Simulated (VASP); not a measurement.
Wanted: the native input for a VASP 6.6.1 run.

```
Task                   : single point
Functional             : PBEsol
Potentials or basis    : VASP PAW PBE potentials, release 64 (Si, C)
Cutoff                 : 520 eV
k mesh                 : 15 × 15 × 8
Occupations            : fermi-dirac, width 0.08 eV
Spin                   : no spin polarisation
Dipole correction      : no
Further INCAR settings : ALGO = Normal; EDIFF = 1e-06; NBANDS = 16
```

The structure of SiC lies in POSCAR:

```
SiC
1.0
    3.0344255669      0.0000000000      0.0000000000
   -1.5172127834      2.6278896269      0.0000000000
    0.0000000000      0.0000000000      4.9797754205
Si C
2 2
Direct
    0.3333333333      0.6666666667      0.0000000000
    0.6666666667      0.3333333333      0.5000000000
    0.3333333333      0.6666666667      0.3850000000
    0.6666666667      0.3333333333      0.8850000000
```

The input as run:

INCAR

```
SYSTEM = SiC
PREC     = Accurate       ! precision mode
ENCUT    = 520            ! plane-wave cutoff, eV
EDIFF    = 1E-6           ! SCF threshold, eV
ISMEAR   = -1             ! smearing method
SIGMA    = 0.08           ! smearing width, eV
LREAL    = .FALSE.        ! projectors in reciprocal space
LASPH    = .TRUE.         ! aspherical terms in the spheres
NELM     = 100            ! most SCF steps
ALGO     = Normal         ! electronic algorithm
ISIF     = 2              ! what is computed and relaxed
LWAVE    = .FALSE.        ! write WAVECAR
LCHARG   = .TRUE.         ! write CHGCAR
GGA      = PS             ! functional
LELF     = .TRUE.         ! ELF
LVHAR    = .TRUE.       
NBANDS   = 16             ! bands
```

KPOINTS

```
Automatic mesh
0
G
  15 15 8
  0 0 0
```

Potentials or basis: VASP PAW PBE potentials, release 64 (Si, C).

Run with:

```console
$ cat potpaw_PBE.64/Si/POTCAR potpaw_PBE.64/C/POTCAR > POTCAR
$ mpirun -np 1 vasp_std > vasp.out
```

It gave:

```
Pressure               : 10.5 GPa
Largest force          : 0.818 eV/Å
Band gap on the k mesh : 2.08 eV (least direct gap 4.05 eV)
```

Caveat: the cell stands under pressure; the PAW data sets were made with another functional, which shifts forces and pressure a little; an odd mesh through Γ misses points on the zone boundary, where band edges can lie.

Wall time 88 s on 1 thread of Intel Xeon 8259CL (shared host), peak memory 0.2 GiB.
